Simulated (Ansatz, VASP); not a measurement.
**CoSi3 in VASP and in Ansatz**

```xyz
4
Lattice="0.0000 2.9483 2.9483 2.9483 0.0000 2.9483 2.9483 2.9483 0.0000" Properties=species:S:1:pos:R:3 pbc="T T T"
Si    1.4742    1.4742    1.4742
Si    4.4225    4.4225    4.4225
Si    2.9483    2.9483    2.9483
Co    0.0000    0.0000    0.0000
```

Alike in both runs: task single point; functional PBE; k mesh 12 × 12 × 12; occupations gaussian, width 0.1 eV; collinear spin.

|  | VASP | Ansatz |
| --- | --- | --- |
| version | VASP 6.6.1 | Ansatz 0.2.0 |
| potentials or method | VASP PAW PBE potentials, release 64 (Si, Co), cutoff 520 eV | scalar-relativistic, plane waves, PAW |
| valence electrons in the cell | 21 | 29 |

```tsv
	VASP	Ansatz	Ansatz less VASP
gap on the k mesh at the Fermi level (eV)	none	none	-
pressure (GPa)	-0.1	0.0	+0.10
net moment per atom (μB)	0.05	0.05	+0.005
size of the moment on the site where the two differ most (μB)	0.19	0.22	+0.028
```

Site moments also hang on the region over which each program counts them. A gap of «none» marks a metal or a gap that the smearing closes. The functional is the same, so the differences come from potentials, cutoffs and numerics. VASP's potentials hold 21 valence electrons a cell and Ansatz's 29, so a difference there can come from the potentials and not from the codes.
